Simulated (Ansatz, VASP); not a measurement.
# One calculation of Rb, two programs

Contents of INCAR:

```
ALGO = Fast
EDIFF = 1E-6
ENCUT = 520
GGA = PS
ISIF = 2
ISMEAR = 0
LASPH = T
LCHARG = F
LREAL = F
LWAVE = F
NBANDS = 16
NELM = 80
PREC = Accurate
SIGMA = 0.1
```

Contents of KPOINTS:

```
k-points
0
Gamma
  10 10 6
```

POSCAR

```
Rb
1.0
    2.5967426825     -4.3112244197      0.0000000000
    2.5967426825      4.3112244197      0.0000000000
    0.0000000000      0.0000000000      8.3205670997
Rb
2
Direct
    0.8206130200      0.1793869800      0.2500000000
    0.1793869800      0.8206130200      0.7500000000
```

Input for Ansatz:

```yaml
crystal:
  lattice:
    - [2.5967426825, -4.3112244197, 0.0]
    - [2.5967426825, 4.3112244197, 0.0]
    - [0.0, 0.0, 8.3205670997]
  atoms:
    - { symbol: Rb, position: [0.82061302, 0.17938698, 0.25] }
    - { symbol: Rb, position: [0.17938698, 0.82061302, 0.75] }
basis:
  ecutwfc: 420
kpoints:
  mp_grid: { grid: [10, 10, 6] }
hamiltonian:
  xc: pbesol
scf:
  occupations: { method: gaussian, width: 0.1 }
output:
  forces: true
  stress: true
  eigenvalues: true
```

Alike in both runs: task single point; functional PBEsol; k mesh 10 × 10 × 6; occupations gaussian, width 0.1 eV; no spin polarisation.

```csv
,VASP,Ansatz
version,VASP 6.6.1,Ansatz 0.2.0
potentials or method,"VASP PAW PBE potentials, release 64 (Rb_sv), cutoff 520 eV","scalar-relativistic, plane waves, PAW"
valence electrons in the cell,18,18
```

|  | VASP | Ansatz | Ansatz less VASP |
| --- | --- | --- | --- |
| gap on the k mesh at the Fermi level (eV) | none | none | - |
| pressure (GPa) | -0.2 | -0.2 | 0.00 |

VASP's potentials were made for PBE, not for PBEsol. A gap of «none» marks a metal or a gap that the smearing closes. With one functional, cell and mesh, what is left measures potentials, basis and numerics.
